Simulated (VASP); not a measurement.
Sc3BN2:

```
CELL_PARAMETERS angstrom
4.85919 0.00000 0.00000
-2.42959 4.20818 0.00000
0.00000 0.00000 4.99211
ATOMIC_POSITIONS crystal
Sc 0.33333 0.66667 0.50000
Sc 0.66667 0.33333 0.50000
Sc 0.00000 0.00000 0.50000
B 0.00000 0.00000 0.00000
N 0.33333 0.66667 0.00000
N 0.66667 0.33333 0.00000
```

The cell was generated, and may not be a known phase.

| Quantity | Value |
| --- | --- |
| Program | VASP 6.6.1 |
| Task | relaxation of cell and atoms |
| Functional | PBE |
| Potentials or basis | VASP PAW PBE potentials, release 64 (Sc_sv, B_h, N_h) |
| Cutoff | 1330 eV |
| k mesh | 6 × 6 × 4 |
| Occupations | gaussian, width 0.1 eV |
| Spin | no spin polarisation |

At the start: pressure -3.9 GPa; volume 17.01 Å³/atom.

Where does the relaxation end?

Over 9 steps the energy falls by 541.4 meV/atom and the volume is 19.50 Å³/atom (+14.6 %); space group P6/mmm (No. 191, to 0.1 Å) before and after.

The path:
| step | energy change (eV) | largest force (eV/Å) | pressure (GPa) | volume (Å³) |
| --- | --- | --- | --- | --- |
| 1 | 0.0000 | 0.0000 | -3.88 | 102.08 |
| 2 | -2.4236 | 0.0000 | 15.43 | 93.92 |
| 3 | -2.7344 | 0.0000 | 8.52 | 95.81 |
| 4 | -3.1484 | 0.0000 | 2.58 | 106.83 |
| 5 | -3.2300 | 0.0000 | 0.05 | 113.86 |
| 6 | -3.2355 | 0.0000 | -0.78 | 116.31 |
| 7 | -3.2409 | 0.0000 | 1.14 | 116.39 |
| 8 | -3.2474 | 0.0000 | 0.31 | 116.36 |
| 9 | -3.2484 | 0.0000 | 0.16 | 117.03 |

Final structure:
```cif
data_structure
_symmetry_space_group_name_H-M 'P 1'
_symmetry_Int_Tables_number 1
_cell_length_a 5.6327
_cell_length_b 5.6327
_cell_length_c 4.2593
_cell_angle_alpha 90.000
_cell_angle_beta 90.000
_cell_angle_gamma 120.000
_cell_volume 117.03
loop_
_atom_site_label
_atom_site_type_symbol
_atom_site_fract_x
_atom_site_fract_y
_atom_site_fract_z
_atom_site_occupancy
Sc1 Sc 0.33333 0.66667 0.50000 1
Sc2 Sc 0.66667 0.33333 0.50000 1
Sc3 Sc 0.00000 0.00000 0.50000 1
B1 B 0.00000 0.00000 0.00000 1
N1 N 0.33333 0.66667 0.00000 1
N2 N 0.66667 0.33333 0.00000 1
```

Caveat: a cell axis changed by over 15 % at a fixed basis, so the end point is rough.
